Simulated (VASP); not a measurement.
# C: single point with B3LYP

The system is C, a slab with vacuum.

```
CELL_PARAMETERS angstrom
2.45762 0.00000 0.00000
-1.22881 2.12836 0.00000
0.00000 0.00000 8.48022
ATOMIC_POSITIONS crystal
C 0.66667 0.33333 0.00000
C 0.33333 0.66667 0.00000
```

```
Program             : VASP 6.6.1
Task                : single point
Functional          : B3LYP
Potentials or basis : VASP PAW PBE potentials, release 64 (C)
Cutoff              : 520 eV
k mesh              : 6 × 6 × 2
Occupations         : fermi-dirac, width 0.05 eV
Spin                : no spin polarisation
```

```yaml
Band_gap_on_the_k_mesh: zero (band 4 reaches -0.35 eV, above the bottom of band 5 at -0.76 eV)
```

Levels at points of the mesh, in eV from the Fermi level:
```csv
k point,band 1,band 2,band 3,band 4,band 5,band 6,band 7,band 8,band 9
"(0.00, 0.00, 0.00)",-21.89,-8.99,-4.32,-4.32,3.19,5.59,7.32,9.47,9.47
"(0.50, 0.00, 0.00)",-16.32,-15.11,-7.89,-3.10,2.29,8.54,11.21,11.38,13.16
"(0.00, 0.00, 0.50)",-21.89,-8.99,-4.32,-4.32,3.97,3.98,9.39,9.47,9.47
"(0.50, 0.00, 0.50)",-16.31,-15.11,-7.89,-3.10,2.29,8.54,11.82,12.03,12.06
```

It took 2.4 min on 1 thread of Intel(R) Xeon(R) 6975P-C (Granite Rapids) (shared host), peak memory 0.15 GiB.

Caveat: the k points lie up to 0.49 Å⁻¹ apart.
